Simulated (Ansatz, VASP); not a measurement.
**BeCd2S2: VASP beside Ansatz**

```
CELL_PARAMETERS angstrom
3.70308 0.00000 0.00000
0.00000 3.70308 0.00000
0.00000 0.00000 14.05350
ATOMIC_POSITIONS crystal
Be 0.00000 0.00000 0.25000
Be 0.00000 0.00000 0.75000
Cd 0.50000 0.50000 0.00000
Cd 0.50000 0.50000 0.50000
Cd 0.50000 0.50000 0.25000
Cd 0.50000 0.50000 0.75000
S 0.00000 0.00000 0.39061
S 0.00000 0.00000 0.89061
S 0.00000 0.00000 0.10939
S 0.00000 0.00000 0.60939
```

Alike in both runs: task single point; functional PBE; k mesh 6 × 6 × 2; occupations gaussian, width 0.2 eV; no spin polarisation.

|  | VASP | Ansatz |
| --- | --- | --- |
| version | VASP 6.6.1 | Ansatz 0.2.0 |
| potentials or method | VASP PAW PBE potentials, release 64 (Be, Cd, S), cutoff 600 eV | scalar-relativistic, plane waves, PAW |
| valence electrons in the cell | 76 | 108 |

Ansatz gave:

| Property | Result |
| --- | --- |
| gap on the k mesh at the Fermi level (eV) | none |
| pressure (GPa) | 0.1 |
| traceless stress, the component that is largest in VASP (GPa) | -0.70 |
| rms of the force components (eV/Å) | 0.034 |

**Question.** Which values does VASP return?

**Answer.** gap on the k mesh at the Fermi level (eV): none; pressure (GPa): 0.2; traceless stress, the component that is largest in VASP (GPa): -0.79; rms of the force components (eV/Å): 0.040.

Atom by atom the forces differ by 0.006 eV/Å (rms over components). A gap of «none» marks a metal or a gap that the smearing closes. VASP's potentials hold 76 valence electrons a cell and Ansatz's 108, so a difference there can come from the potentials and not from the codes.
